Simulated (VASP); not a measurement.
Wanted: the native input for a VASP 6.6.1 run.

* Task: single point
* Functional: PBE
* Potentials or basis: VASP PAW PBE potentials, release 64 (Ta_pv)
* Cutoff: 520 eV
* k mesh: 14 × 14 × 14
* Occupations: fermi-dirac, width 0.1 eV
* Spin: no spin polarisation
* Dipole correction: no
* Further INCAR settings: ALGO = Normal; EDIFF = 1e-06; NBANDS = 12

The structure of Ta lies in POSCAR:

```
Ta
1.0
    0.0000000000      2.1663698551      2.1663698551
    2.1663698551      0.0000000000      2.1663698551
    2.1663698551      2.1663698551      0.0000000000
Ta
1
Direct
    0.0000000000      0.0000000000      0.0000000000
```

This cell differs from its parent crystal: volume scaled by 1.08.

These files were run (other wordings do the same):

INCAR

```
  ALGO = Normal
  EDIFF = 1E-6
  ENCUT = 520
  GGA = PE
  ISIF = 2
  ISMEAR = -1
  LASPH = T
  LCHARG = F
  LREAL = F
  LWAVE = F
  NBANDS = 12
  NELM = 100
  PREC = Accurate
  SIGMA = 0.1
```

KPOINTS

```
k-points
0
Gamma
  14 14 14
```

Potentials or basis: VASP PAW PBE potentials, release 64 (Ta_pv).

Run with:

```sh
$ cat potpaw_PBE.64/Ta_pv/POTCAR > POTCAR
$ mpirun -np 1 vasp_std > vasp.out
```

It gave:

```json
{
 "Pressure": "-12.6 GPa"
}
```

Run time: 13 s on 1 thread of Intel(R) Xeon(R) Platinum 8259CL CPU @ 2.50GHz (Skylake/Cascade Lake), on a shared host, peak memory 0.16 GiB.
